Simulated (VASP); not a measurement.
Set up this calculation in VASP 6.6.1, as the native input.

```yaml
Task: single point
Functional: PBE
Dispersion: D3(BJ)
Potentials_or_basis: VASP PAW PBE potentials, release 64 (Al, O)
Cutoff: 520 eV
k_mesh: 9 × 9 × 4
Occupations: gaussian, width 0.05 eV
Spin: no spin polarisation
Dipole_correction: no
Further_INCAR_settings: ALGO = Normal; EDIFF = 1e-07; NBANDS = 20
```

The structure of Al2O3 lies in POSCAR:

```
Al2O3
1.0
    2.7886129015      0.0000000000      0.0000000000
   -1.3943064508      2.4150096140      0.0000000000
    0.0000000000      0.0000000000      7.0962667811
Al O
2 3
Direct
    0.0000000000      0.0000000000      0.1907358529
    0.0000000000      0.0000000000      0.8092641471
    0.3333333333      0.6666666667      0.3046509742
    0.6666666667      0.3333333333      0.0000000000
    0.3333333333      0.6666666667      0.6953490258
```

The input as run:

INCAR

```
SYSTEM = Al2O3
PREC = Accurate
ENCUT = 520
EDIFF = 1E-7
ISMEAR = 0
SIGMA = 0.05
LREAL = .False.
LASPH = .True.
NELM = 100
ALGO = Normal
ISIF = 2
LWAVE = .False.
LCHARG = .False.
GGA = PE
IVDW = 12
NBANDS = 20
```

KPOINTS

```
Automatic mesh
0
Gamma
  9 9 4
  0 0 0
```

Potentials or basis: VASP PAW PBE potentials, release 64 (Al, O).

Run with:

```sh
$ cat potpaw_PBE.64/Al/POTCAR potpaw_PBE.64/O/POTCAR > POTCAR
$ mpirun -np 1 vasp_std > vasp.out
```

It gave:

```json
{"Pressure": "5.8 GPa", "Largest force": "2.301 eV/Å", "Band gap on the k mesh": "4.34 eV, indirect (least direct gap 4.46 eV)", "Dispersion energy per atom": "-0.211 eV"}
```

Caveat: forces of over 1 eV/Å act on the atoms, so gaps and moduli don't describe the material at rest.

It took 38 s on 1 thread of Intel(R) Xeon(R) Platinum 8175M CPU @ 2.50GHz (Skylake/Cascade Lake) (shared host), peak memory 0.2 GiB.
